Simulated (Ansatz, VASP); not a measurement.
LiH: VASP beside Ansatz

```
CELL_PARAMETERS angstrom
2.47700 -0.05542 -0.05542
-0.05542 2.47700 -0.05542
-0.05542 -0.05542 2.47700
ATOMIC_POSITIONS crystal
Li 0.00000 0.00000 0.00000
H 0.50000 0.50000 0.50000
```

Change from the starting cell: epitaxial_111 strain +1.2%.

Alike in both runs: task single point; functional HSE06; k mesh 8 × 8 × 8; no spin polarisation.

|  | VASP | Ansatz |
| --- | --- | --- |
| version | VASP 6.6.1 | Ansatz 0.2.0 |
| potentials or method | VASP PAW PBE potentials, release 64 (Li_sv, H) | plane waves, PAW |
| plane-wave cutoff (eV) | 520 | 420 |
| occupations | gaussian, width 0.01 eV | fixed |
| valence electrons in the cell | 4 | 4 |

|  | VASP | Ansatz | Ansatz less VASP |
| --- | --- | --- | --- |
| gap on the k mesh at the Fermi level (eV) | 1.57 | 1.55 | -0.023 |

Ansatz's warnings: stress exchange threshold loose, stress scf threshold loose.

Noted on VASP's run: the cutoff is under 1.25 times that of the potentials, so the pressure is a little rough.
